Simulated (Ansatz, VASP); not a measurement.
WS2 in VASP and in Ansatz

```xyz
3
Lattice="3.0220 0.0000 0.0000 -1.5110 2.6172 0.0000 0.0000 0.0000 17.3745" Properties=species:S:1:pos:R:3 pbc="T T T"
W     0.0000    1.7448    0.0000
S     1.5110    0.8724   15.7764
S     1.5110    0.8724    1.5981
```

Change from the starting cell: strain -0.050 along x and y, +0.025 along z, atoms carried along.

Alike in both runs: task single point; functional r2SCAN; k mesh 12 × 12 × 2; occupations gaussian, width 0.05 eV; no spin polarisation.

```csv
,VASP,Ansatz
version,VASP 6.6.1,Ansatz 0.2.0
potentials or method,"VASP PAW PBE potentials, release 64 (W_sv, S), cutoff 520 eV","scalar-relativistic, plane waves, PAW"
valence electrons in the cell,26,26
```

```csv
,VASP,Ansatz,Ansatz less VASP
gap on the k mesh at the Fermi level (eV),2.01,2.01,+0.007
least direct gap on the mesh (eV),2.73,2.72,-0.004
rms of the force components (eV/Å),0.211,0.196,-0.0148
```

VASP's potentials were made for PBE, not for r2SCAN. Atom by atom the forces differ by 0.015 eV/Å (rms over components).

Spin-orbit coupling is off throughout.
